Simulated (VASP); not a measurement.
Zn7O, 8 atoms in the cell. It takes space group P3m1 (No. 156, trigonal). Conventional cell: a = 3.062 Å, b = 3.062 Å, c = 15.511 Å, α = 90.00°, β = 90.00°, γ = 120.00°. Zn (site symmetry 3m) has 12 Zn at 2.72 to 3.06 Å within 3.6 Å. Zn (site symmetry 3m) has 12 Zn at 2.67 to 3.06 Å within 3.5 Å. Zn (site symmetry 3m) has 12 Zn at 2.73 to 3.06 Å within 3.6 Å. Within 3.6 Å of Zn (site symmetry 3m) lie 12 Zn at 2.73 to 3.06 Å. Within 2.6 Å of Zn (site symmetry 3m) lie 1 O at 1.95 Å. Within 2.7 Å of Zn (site symmetry 3m) lie 3 O at 2.02 Å. Within 3.6 Å of Zn (site symmetry 3m) lie 12 Zn at 2.76 to 3.06 Å and 1 O at 3.18 Å. Within 2.6 Å of O (site symmetry 3m) lie 4 Zn at 1.95 to 2.02 Å.  This cell differs from its parent crystal: volume scaled by 1.06.

```yaml
Program: VASP 6.6.1
Task: relaxation of shape and atoms at fixed volume
Functional: PBE
Potentials_or_basis: VASP PAW PBE potentials, release 64 (Zn, O)
Cutoff: 600 eV
k_mesh: 12 × 12 × 2
Occupations: gaussian, width 0.1 eV
Spin: no spin polarisation
Dipole_correction: no
Further_INCAR_settings: ALGO = Normal; EDIFF = 1e-07; IBRION = 2; EDIFFG = -0.01; NSW = 50; ISIF = 4
```

Potentials or basis: VASP PAW PBE potentials, release 64 (Zn, O).

The run is started by

```console
$ cat potpaw_PBE.64/Zn/POTCAR potpaw_PBE.64/O/POTCAR > POTCAR
$ mpirun -np 1 vasp_std > vasp.out
```

Hardware: 1 thread of Intel(R) Xeon(R) 6975P-C (Granite Rapids), with other jobs on the host.

Estimate the wall time of this run.

It took 9.1 min on 1 thread of Intel(R) Xeon(R) 6975P-C (Granite Rapids), on a shared host, peak memory 0.4 GiB. Counts: scf iterations 60, k points 38, ion steps 7.
